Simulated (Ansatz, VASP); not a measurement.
**TiSi2: VASP beside Ansatz**

```
CELL_PARAMETERS angstrom
0.00000 4.11800 4.26150
2.38650 0.00000 4.26150
2.38650 4.11800 0.00000
ATOMIC_POSITIONS crystal
Ti 0.75000 0.75000 0.75000
Ti 0.50000 0.50000 0.50000
Si 0.08737 0.41263 0.08737
Si 0.41263 0.08737 0.41263
Si 0.16263 0.83737 0.16263
Si 0.83737 0.16263 0.83737
```

Alike in both runs: functional r2SCAN; k mesh 10 × 10 × 10; occupations gaussian, width 0.1 eV; no spin polarisation.

Ansatz relaxed the structure, and its values are those at the end. VASP's run is a single point on that final structure, the one shown.

|  | VASP | Ansatz |
| --- | --- | --- |
| version | VASP 6.6.1 | Ansatz 0.2.0 |
| potentials or method | VASP PAW PBE potentials, release 64 (Ti_sv, Si), cutoff 520 eV | scalar-relativistic, plane waves, PAW |
| valence electrons in the cell | 40 | 40 |

|  | VASP | Ansatz | Ansatz less VASP |
| --- | --- | --- | --- |
| gap on the k mesh at the Fermi level (eV) | none | none | - |
| pressure (GPa) | 0.3 | 0.0 | -0.31 |
| rms of the force components (eV/Å) | 0.004 | 0.000 | -0.0037 |

VASP's potentials were made for PBE, not for r2SCAN. A gap of «none» marks a metal or a gap that the smearing closes. Ansatz's warnings: stress scf threshold loose.
